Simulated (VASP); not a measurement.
Pb, 1 atom in the cell. Symmetry: Im-3m, No. 229, cubic system. The conventional cell has a = 3.996 Å, b = 3.996 Å, c = 3.996 Å, α = 90.00°, β = 90.00°, γ = 90.00°. Pb (site symmetry m-3m) has 14 Pb at 3.46 to 4.00 Å within 4.5 Å. This isn't the form of Pb at room conditions, which is fcc.

* Program: VASP 6.6.1
* Task: single point
* Functional: PBE
* Potentials or basis: VASP PAW PBE potentials, release 64 (Pb_d)
* Cutoff: 520 eV
* k mesh: 13 × 13 × 13
* Occupations: fermi-dirac, width 0.1 eV
* Spin: no spin polarisation
* Dipole correction: no
* Further INCAR settings: ALGO = Normal; EDIFF = 1e-06; NBANDS = 13

Potentials or basis: VASP PAW PBE potentials, release 64 (Pb_d).

Run with:

```bash
$ cat potpaw_PBE.64/Pb_d/POTCAR > POTCAR
$ mpirun -np 1 vasp_std > vasp.out
```

Hardware: 1 thread of Intel Xeon 8259CL, on a shared host.

How long does it take, and how much memory?

Wall time 41 s on 1 thread of Intel Xeon 8259CL, with other jobs on the host, peak memory 0.18 GiB. Counts: scf iterations 10, k points 84.
